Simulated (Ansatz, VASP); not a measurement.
Two plane-wave programs on Sb

Contents of POSCAR:

```
Sb
1.0
    3.3180000000      0.0000000000      0.0000000000
    0.0000000000      3.3180000000      0.0000000000
    0.0000000000      0.0000000000      3.2390000000
Sb
1
Direct
    0.0000000000      0.0000000000      0.0000000000
```

The input INCAR.step1:

```
ALGO     = Normal         # electronic algorithm
EDIFF    = 1E-4           # SCF threshold, eV
ENCUT    = 520            # plane-wave cutoff, eV
GGA      = PE             # functional
ISMEAR   = 0              # smearing method
LASPH    = T              # aspherical terms in the spheres
LCHARG   = F              # write CHGCAR
LREAL    = F              # projectors in reciprocal space
LWAVE    = T              # write WAVECAR
NBANDS   = 8              # bands
NELM     = 60             # most SCF steps
PREC     = Accurate       # precision mode
SIGMA    = 0.15           # smearing width, eV
```

The input INCAR.step2:

```
ALGO     = Normal         # electronic algorithm
EDIFF    = 1E-7           # SCF threshold, eV
ENCUT    = 520            # plane-wave cutoff, eV
ISIF     = 2              # what is computed and relaxed
ISMEAR   = 0              # smearing method
ISTART   = 1            
LASPH    = T              # aspherical terms in the spheres
LCHARG   = F              # write CHGCAR
LMIXTAU  = T            
LREAL    = F              # projectors in reciprocal space
LWAVE    = F              # write WAVECAR
METAGGA  = R2SCAN         # meta-GGA
NBANDS   = 8              # bands
NELM     = 60             # most SCF steps
PREC     = Accurate       # precision mode
SIGMA    = 0.15           # smearing width, eV
```

KPOINTS

```
k-points
0
Gamma
  16 16 16
```

Input for Ansatz:

```yaml
crystal:
  lattice:
    - [3.318, 0.0, 0.0]
    - [0.0, 3.318, 0.0]
    - [0.0, 0.0, 3.239]
  atoms:
    - { symbol: Sb, position: [0.0, 0.0, 0.0] }
basis:
  ecutwfc: 500
kpoints:
  mp_grid: { grid: [16, 16, 16] }
hamiltonian:
  xc: r2scan
scf:
  occupations: { method: gaussian, width: 0.15 }
output:
  forces: true
  stress: true
  eigenvalues: true
```

Change from the starting cell: strain +0.050 along x and y, +0.025 along z, atoms carried along.

Alike in both runs: task single point; functional r2SCAN; k mesh 16 × 16 × 16; occupations gaussian, width 0.15 eV; no spin polarisation.

|  | VASP | Ansatz |
| --- | --- | --- |
| version | VASP 6.6.1 | Ansatz 0.2.0 |
| potentials or method | VASP PAW PBE potentials, release 64 (Sb), cutoff 520 eV | scalar-relativistic, plane waves, PAW |
| valence electrons in the cell | 5 | 15 |

|  | VASP | Ansatz | Ansatz less VASP |
| --- | --- | --- | --- |
| gap on the k mesh at the Fermi level (eV) | none | none | - |
| pressure (GPa) | -7.5 | -7.5 | +0.04 |
| traceless stress, the component that is largest in VASP (GPa) | 0.55 | 0.55 | 0.000 |

VASP's potentials were made for PBE, not for r2SCAN. A gap of «none» marks a metal or a gap that the smearing closes. With one functional, cell and mesh, what is left measures potentials, basis and numerics. VASP's potentials hold 5 valence electrons a cell and Ansatz's 15, so a difference there can come from the potentials and not from the codes.

Neither program's run includes spin-orbit coupling.
